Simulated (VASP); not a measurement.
Runs of VASP 6.6.1 on Sc4Te. The structure is that of space group P6/mmm (No. 191), or close to it. The cells are those of the table. 

| task | spin | cell | k mesh | cutoff (eV) | gap on the mesh (eV) | pressure (GPa) |
| --- | --- | --- | --- | --- | --- | --- |
| relaxation of cell and atoms | off | relaxed from a = 5.040, b = 5.040, c = 5.474 Å, angles 90.0, 90.0, 120.0°, 5 atoms | 6 × 6 × 4 | 600 | none | 0.1 |
| single point | off | a = 5.040, b = 5.040, c = 5.474 Å, angles 90.0, 90.0, 120.0°, 5 atoms | 6 × 6 × 4 | 520 | none | 27.5 |
| single point | off | a = 5.979, b = 5.979, c = 5.369 Å, angles 90.0, 90.0, 120.0°, 5 atoms | 6 × 6 × 4 | 520 | none | 0.2 |
| single point | collinear, ferromagnetic start | a = 5.979, b = 5.979, c = 5.369 Å, angles 90.0, 90.0, 120.0°, 5 atoms | 3 × 3 × 4 | 520 | none | (a) |

Alike in all rows: level PBE; potentials or basis VASP PAW PBE potentials, release 64 (Sc_sv, Te); smearing gaussian 0.1 eV.

Problem. Estimate the missing entries.

Solution. (a) 0.7.

Caveats: some runs use coarse meshes; spin-orbit coupling is left out, which moves the levels of the heavy elements.

A k mesh can miss the band edges, and the runs leave out spin-orbit coupling on Te.

A gap of «none» marks levels without a gap at the run's occupations.
